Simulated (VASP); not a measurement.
# S in VASP: further runs

S is run at these levels: PBE; tasks: single point, relaxation of cell and atoms.

Program: VASP 6.6.1. These are calculated values, not measurements. Logs are shortened: lines on timing, memory, paths and dates and some standing lists are left out, and cuts for length are marked.

## 1. The cell of the first run

The typed cell holds 8 atoms: a = 5.170 Å, b = 5.170 Å, c = 5.170 Å, α = 90.00°, β = 90.00°, γ = 90.00°.

## 2. Single point, PBE

File INCAR:

```
PREC = Accurate ; ENCUT = 520
EDIFF = 1E-7 ; ISMEAR = 0
SIGMA = 0.1 ; LREAL = F
LASPH = T ; NELM = 80
ALGO = Normal ; ISIF = 2
LWAVE = F ; LCHARG = T
GGA = PE ; LELF = T
LVHAR = T ; NBANDS = 34
```

File KPOINTS:

```
regular mesh
0
Gamma
  6 6 6
```

File POSCAR:

```
S
1.0
    0.0000000000      4.2212635887     -2.9846471904
    3.6557215040     -2.1106317944     -2.9846471903
   -3.6557215040     -2.1106317944     -2.9846471903
S
8
Direct
    0.2500000000      0.2500000000      0.2500000000
    0.7500000000      0.2500000000      0.2500000000
    0.2500000000      0.7500000000      0.2500000000
    0.7500000000      0.7500000000      0.2500000000
    0.2500000000      0.2500000000      0.7500000000
    0.7500000000      0.2500000000      0.7500000000
    0.2500000000      0.7500000000      0.7500000000
    0.7500000000      0.7500000000      0.7500000000
```

Potentials or basis: VASP PAW PBE potentials, release 64 (S).

Run with:

```console
$ cat potpaw_PBE.64/S/POTCAR > POTCAR
$ mpirun -np 1 vasp_std > vasp.out
```

OUTCAR:

```text
PREC = Accurate
   ENCUT = 520
   EDIFF = 1E-7
   ISMEAR = 0
   LREAL = F
   LASPH = T
   NELM = 80
   ISIF = 2
   GGA = PE

 ion  position               nearest neighbor table
   1  0.250  0.250  0.250-   2 2.58   2 2.58   5 2.58   5 2.58   3 2.58   3 2.58
   2  0.750  0.250  0.250-   1 2.58   1 2.58   6 2.58   6 2.58   4 2.58   4 2.58
   3  0.250  0.750  0.250-   4 2.58   4 2.58   7 2.58   7 2.58   1 2.58   1 2.58
   4  0.750  0.750  0.250-   3 2.58   3 2.58   8 2.58   8 2.58   2 2.58   2 2.58
   5  0.250  0.250  0.750-   6 2.58   6 2.58   7 2.58   1 2.58   7 2.58   1 2.58
   6  0.750  0.250  0.750-   5 2.58   5 2.58   8 2.58   2 2.58   8 2.58   2 2.58
   7  0.250  0.750  0.750-   8 2.58   8 2.58   3 2.58   3 2.58   5 2.58   5 2.58
   8  0.750  0.750  0.750-   7 2.58   7 2.58   4 2.58   4 2.58   6 2.58   6 2.58

  LATTYP: Found a trigonal (rhomboedric) cell.
 ALAT       =     5.1698341498
 COS(alpha) =    -0.0000529159

  Lattice vectors:

 A1 = (   0.0000000000,   4.2212635887,  -2.9846471904)
 A2 = (   3.6557215040,  -2.1106317944,  -2.9846471903)
 A3 = (  -3.6557215040,  -2.1106317944,  -2.9846471903)

Analysis of symmetry for initial positions (statically):
=====================================================================
 Subroutine PRICEL returns following result:

  LATTYP: Found a trigonal (rhomboedric) cell.
 ALAT       =     2.5849170749
 COS(alpha) =    -0.0000529159

  Lattice vectors:

 A1 = (   0.0000000000,   2.1106317944,  -1.4923235952)
 A2 = (   1.8278607520,  -1.0553158972,  -1.4923235952)
 A3 = (  -1.8278607520,  -1.0553158972,  -1.4923235952)

   8 primitive cells build up your supercell.

 Routine SETGRP: Setting up the symmetry group for a
 trigonal (rhombohedral) supercell.

 Subroutine GETGRP returns: Found 12 space group operations
 (whereof 12 operations were pure point group operations)
 out of a pool of 12 trial point group operations.

The static configuration has the point symmetry D_3d.

Analysis of symmetry for dynamics (positions and initial velocities):
=====================================================================
 Subroutine PRICEL returns following result:

  LATTYP: Found a trigonal (rhomboedric) cell.
 ALAT       =     2.5849170749
 COS(alpha) =    -0.0000529159

  Lattice vectors:

 A1 = (   0.0000000000,   2.1106317944,  -1.4923235952)
 A2 = (   1.8278607520,  -1.0553158972,  -1.4923235952)
 A3 = (  -1.8278607520,  -1.0553158972,  -1.4923235952)

   8 primitive cells build up your supercell.

 Routine SETGRP: Setting up the symmetry group for a
 trigonal (rhombohedral) supercell.

 Subroutine GETGRP returns: Found 12 space group operations
 (whereof 12 operations were pure point group operations)
 out of a pool of 12 trial point group operations.

The dynamic configuration has the point symmetry D_3d.

 Subroutine INISYM returns: Found 12 space group operations
 (whereof 12 operations are pure point group operations),
 and found     8 'primitive' translations

----------------------------------------------------------------------------------------

                                     Primitive cell

  volume of cell :      17.2719

  direct lattice vectors                    reciprocal lattice vectors
     0.000000000  2.110631794 -1.492323595     0.000000000  0.315861188 -0.223365317
     1.827860752 -1.055315897 -1.492323595     0.273543813 -0.157930594 -0.223365317
    -1.827860752 -1.055315897 -1.492323595    -0.273543813 -0.157930594 -0.223365317

  length of vectors
     2.584917075  2.584917075  2.584917075     0.386859607  0.386859607  0.386859607

  position of ions in fractional coordinates (direct lattice)
     0.500000000  0.500000000  0.500000000

  ion indices of the primitive-cell ions
   primitive index   ion index
                 1           1

----------------------------------------------------------------------------------------

 KPOINTS: regular mesh

Automatic generation of k-mesh.
 Grid dimensions read from file:
 generate k-points for:    6    6    6

 Generating k-lattice:

  Cartesian coordinates                     Fractional coordinates (reciprocal lattice)
     0.000000000  0.026321766 -0.018613776     0.166666667  0.000000000  0.000000000
     0.022795318 -0.013160883 -0.018613776     0.000000000  0.166666667 -0.000000000
    -0.022795318 -0.013160883 -0.018613776     0.000000000 -0.000000000  0.166666667

  Length of vectors
     0.032238301  0.032238301  0.032238301

  Shift w.r.t. Gamma in fractional coordinates (k-lattice)
     0.000000000  0.000000000  0.000000000

 Subroutine IBZKPT returns following result:
 ===========================================

 Found     32 irreducible k-points:

 Following reciprocal coordinates:
            Coordinates               Weight
  0.000000  0.000000  0.000000      1.000000
  0.166667 -0.000000 -0.000000      6.000000
  0.333333 -0.000000 -0.000000      6.000000
  0.500000 -0.000000 -0.000000      3.000000
  0.166667  0.166667 -0.000000      6.000000
  0.333333  0.166667 -0.000000     12.000000
[... 16 lines left out ...]
  0.500000  0.500000  0.166667      6.000000
 -0.333333  0.500000  0.166667     12.000000
 [... further k-points ...]
   k-points           NKPTS =     32   k-points in BZ     NKDIM =     32   number of bands    NBANDS=     34
   number of dos      NEDOS =    301   number of ions     NIONS =      8
   total plane-waves  NPLWV =  64000
   dimension x,y,z NGX =    40 NGY =   40 NGZ =   40
   dimension x,y,z NGXF=    80 NGYF=   80 NGZF=   80
   ions per type =               8
   NGX,Y,Z   is equivalent  to a cutoff of  12.86, 12.86, 12.86 a.u.
   NGXF,Y,Z  is equivalent  to a cutoff of  25.73, 25.73, 25.73 a.u.
 SYSTEM =  unknown system
   PREC   = accura    normal or accurate (medium, high low for compatibility)
   ISTART =      0    job   : 0-new  1-cont  2-samecut
   ICHARG =      2    charge: 1-file 2-atom 10-const
   ISPIN  =      1    spin polarized calculation?
   LNONCOLLINEAR =      F non collinear calculations
   LSORBIT =      F    spin-orbit coupling
   LASPH  =      T    aspherical Exc in radial PAW
   ENCUT  =  520.0 eV  38.22 Ry    6.18 a.u.   9.61  9.61  9.61*2*pi/ulx,y,z
   NELM   =     80;   NELMIN=  2; NELMDL= -5     # of ELM steps
   EDIFF  = 0.1E-06   stopping-criterion for ELM
   LREAL  =      F    real-space projection
   EDIFFG = 0.1E-05   stopping-criterion for IOM
   NSW    =      0    number of steps for IOM
   IBRION =     -1    ionic relax: 0-MD 1-quasi-New 2-CG
   NFREE  =      0    steps in history (QN), initial steepest desc. (CG)
   ISIF   =      2    stress and relaxation
   ISYM   =      2    0-nonsym 1-usesym 2-fastsym
   POTIM  = 0.5000    time-step for ionic-motion
   TEBEG  =    0.0;   TEEND  =   0.0 temperature during run
   PSTRESS=    0.0 pullay stress
   NELECT =      48.0000    total number of electrons
   NUPDOWN=      -1.0000    fix difference up-down
   EMIN   =  10.00;   EMAX   =-10.00  energy-range for DOS
   EFERMI =   0.00;   METHOD = LEGACY
   ISMEAR =     0;   SIGMA  =   0.10  broadening in eV -4-tet -1-fermi 0-gaus
   EFERMI_NEDOS =   21; number of points for ismear=-14 and -15
   IALGO  =     38    algorithm
   IMIX   =      4    mixing-type and parameters
     AMIX     =   0.40;   BMIX     =  1.00
     AMIX_MAG =   1.60;   BMIX_MAG =  1.00
  volume/ion in A,a.u.               =      17.27       116.56
  Fermi-wavevector in a.u.,A,eV,Ry     =   1.150832  2.174757 18.019753  1.324415
  Thomas-Fermi vector in A             =   2.287494
   LORBIT       =      0    0 simple, 1 ext, 2 COOP (PROOUT), +10 PAW based schemes
   GGA     = PE    functional components
   LHFCALC =     F    Hartree Fock is set to
   AEXX    =    0.0000 exact exchange contribution
   IVDW    =     0    specifies the selected vdW correction
   LEPSILON=     F    determine dielectric tensor
   LRPA    =     F    only Hartree local field effects (RPA)
 non-spin polarized calculation
 Gauss-broadening in eV      SIGMA  =   0.10
  energy-cutoff  :      520.00
  volume of cell :      138.18
 maximum number of plane-waves:      3771
 NGX is ok and might be reduce to    40
   NGX = 19   NGY = 19   NGZ = 19

 number of electron      47.9999992 magnetization

 Free energy of the ion-electron system (eV)
  ---------------------------------------------------
  ext. energy  EPLUGINS =         0.00000000
  ---------------------------------------------------
  free energy    TOTEN  =       -28.05631074 eV

  energy without entropy =      -28.02938014  energy(sigma->0) =      -28.04284544

 E-fermi :   6.8843     XC(G=0): -10.5380

 val. band max:        6.8785974271   @ k =  -0.3333   0.3333   0.1667
 cond. band min:       6.9175986764   @ k =  -0.1667   0.3333   0.1667
 fundamental gap:      0.0390012493
 Fermi energy:         6.8843146295

 k-point     1 :       0.0000    0.0000    0.0000
  band No.  band energies     occupation
      1     -10.0104      2.00000
      2      -7.2899      2.00000
      3      -7.2899      2.00000
      4      -7.2899      2.00000
      5      -4.5615      2.00000
      6      -4.5615      2.00000
[... 26 lines left out ...]
     33      11.2054      0.00000
     34      11.2054      0.00000

 k-point     2 :       0.1667   -0.0000   -0.0000
  band No.  band energies     occupation
      1      -9.8891      2.00000
      2      -7.5959      2.00000
      3      -7.1695      2.00000
      4      -7.1695      2.00000
      5      -4.8747      2.00000
      6      -4.8747      2.00000
[... 26 lines left out ...]
     33      10.4563      0.00000
     34      11.0950      0.00000
[... 775 lines left out ...]
     33      14.3769      0.00000
     34      14.3773      0.00000

 k-point    24 :      -0.3333    0.5000    0.1667
  band No.  band energies     occupation
      1      -8.3725      2.00000
      2      -8.3725      2.00000
      3      -7.1120      2.00000
      4      -7.1117      2.00000
      5      -6.0876      2.00000
      6      -6.0874      2.00000
[... 26 lines left out ...]
     33      12.9816      0.00000
     34      12.9818      0.00000

 [... further k-points ...]

------------------------ aborting loop because EDIFF is reached ----------------------------------------

  FORCE on cell =-STRESS in cart. coord.  units (eV):
  Direction    XX          YY          ZZ          XY          YZ          ZX
  --------------------------------------------------------------------------------------
  -------------------------------------------------------------------------------------
  Total       -0.0969773     -0.0969773     -0.0944306      0.0000000      0.0000000     -0.0000000
  in kB       -1.1244782     -1.1244782     -1.0949479      0.0000000      0.0000000     -0.0000000
  external PRESSURE =      -1.1146348 kB  Pullay stress =       0.0000000 kB

 VOLUME and BASIS-vectors are now :
 -----------------------------------------------------------------------------
  energy-cutoff  :      520.00
  volume of cell :      138.18
      direct lattice vectors                 reciprocal lattice vectors
     0.000000000  4.221263589 -2.984647190     0.000000000  0.157930594 -0.111682659
     3.655721504 -2.110631794 -2.984647190     0.136771907 -0.078965297 -0.111682659
    -3.655721504 -2.110631794 -2.984647190    -0.136771907 -0.078965297 -0.111682659

 POSITION                                       TOTAL-FORCE (eV/Angst)
 -----------------------------------------------------------------------------------
      0.00000     -0.00000     -2.23849         0.000000      0.000000      0.000000
      0.00000      2.11063     -3.73081         0.000000     -0.000000      0.000000
      1.82786     -1.05532     -3.73081         0.000000     -0.000000     -0.000000
      1.82786      1.05532     -5.22313        -0.000000      0.000000     -0.000000
     -1.82786     -1.05532     -3.73081        -0.000000      0.000000     -0.000000
     -1.82786      1.05532     -5.22313        -0.000000      0.000000      0.000000
      0.00000     -2.11063     -5.22313        -0.000000     -0.000000     -0.000000
      0.00000     -0.00000     -6.71546        -0.000000     -0.000000      0.000000
 -----------------------------------------------------------------------------------
    total drift:                               -0.000000     -0.000000     -0.000000

  FREE ENERGIE OF THE ION-ELECTRON SYSTEM (eV)
  ---------------------------------------------------
  free  energy   TOTEN  =       -28.0563107433 eV

  energy  without entropy=      -28.0293801412  energy(sigma->0) =      -28.04284544
```

It took 2.3 min on 1 thread of Oxide Virtual Turin-like, shared host; peak memory 0.24 GiB.

Results:

```yaml
Free_energy: -28.0563 eV
Pressure: -0.1 GPa
Band_gap_on_the_k_mesh: zero (band 24 reaches 9.62 eV, above the bottom of band 25 at 5.14 eV)
```

Levels at points of the mesh, in eV from the Fermi level:
```
           k point  band 20  band 21  band 22  band 23  band 24  band 25  band 26  band 27  band 28  band 29
(0.00, 0.00, 0.00)    -3.74     1.48     1.48     1.48     2.73     2.73     2.73     2.99     2.99     2.99
(0.50, 0.00, 0.00)    -1.91    -1.91    -1.91    -0.01    -0.01     2.14     2.14     2.14     2.14     3.58
(0.50, 0.50, 0.00)    -2.94    -1.49    -1.49    -1.49    -1.49    -0.70    -0.70    -0.70    -0.70     2.78
(0.50, 0.50, 0.50)    -2.56    -2.56    -2.56    -2.56    -2.56    -1.74    -1.74    -1.74    -1.74    -1.74
```

## 3. Relaxation of cell and atoms, PBE

This run uses another cell than the first one, of 17.22 Å³/atom, 0.997 times its volume.

File INCAR:

```
SYSTEM = S
PREC = Accurate
ENCUT = 600
EDIFF = 1E-7
ISMEAR = 0
SIGMA = 0.1
LREAL = .FALSE.
LASPH = .TRUE.
NELM = 100
ALGO = Normal
ISIF = 3
LWAVE = .FALSE.
LCHARG = .FALSE.
GGA = PE
IBRION = 2
NSW = 80
EDIFFG = -0.015
```

File KPOINTS:

```
Automatic mesh
0
G
  6 6 6
  0 0 0
```

Changes to POSCAR since step 2:

```diff
@@ -2,5 +2,5 @@
 1.0
-    0.0000000000      4.2212635887     -2.9846471904
-    3.6557215040     -2.1106317944     -2.9846471903
-   -3.6557215040     -2.1106317944     -2.9846471903
+    0.0000000000      4.2172999192     -2.9813711980
+    3.6522888655     -2.1086499597     -2.9813711979
+   -3.6522888655     -2.1086499597     -2.9813711979
 S
```

Potentials or basis: VASP PAW PBE potentials, release 64 (S).

Run with:

```console
$ cat potpaw_PBE.64/S/POTCAR > POTCAR
$ mpirun -np 1 vasp_std > vasp.out
```

It took 10 min on 1 thread of Oxide Virtual Turin-like, shared host; peak memory 0.28 GiB.

The run converged. Its results:

* Free energy: -27.9852 eV
* Relaxed volume: 17.26 Å³/atom
* Relaxed cell: a = 5.168 Å, b = 5.168 Å, c = 5.168 Å, α = 90.02°, β = 90.02°, γ = 90.02°
* Space group after relaxing (to 0.05 Å): Pm-3m (No. 221)
* Energy gained by relaxing: 0.0 meV/atom
* Ionic steps: 3
* Pressure after relaxing: 0.0 GPa

The path:
```
step  energy change (eV)  largest force (eV/Å)  pressure (GPa)  volume (Å³)
   1              0.0000                0.0000            0.15       137.76
   2             -0.0001                0.0000           -0.05       138.09
   3             -0.0002                0.0000           -0.02       138.04
```

Final structure:
```
S
1.0
     0.00000    4.22041   -2.98297
     3.65498   -2.11021   -2.98297
    -3.65498   -2.11021   -2.98297
S
8
Direct
  0.25000 0.25000 0.25000
  0.75000 0.25000 0.25000
  0.25000 0.75000 0.25000
  0.75000 0.75000 0.25000
  0.25000 0.25000 0.75000
  0.75000 0.25000 0.75000
  0.25000 0.75000 0.75000
  0.75000 0.75000 0.75000
```

Levels at points of the mesh, in eV from the Fermi level:
```tsv
k point	band 22	band 23	band 24	band 25	band 26	band 27
(0.00, 0.00, 0.00)	1.45	1.45	2.69	2.69	2.69	2.96
(0.50, 0.00, 0.00)	-1.95	-0.04	-0.04	2.11	2.11	2.11
(0.50, 0.50, 0.00)	-1.53	-1.53	-1.53	-0.73	-0.73	-0.73
(0.50, 0.50, 0.50)	-2.60	-2.60	-2.60	-1.78	-1.78	-1.78
```

Caveat: the bands computed are all filled at some k points, so no gap is given.
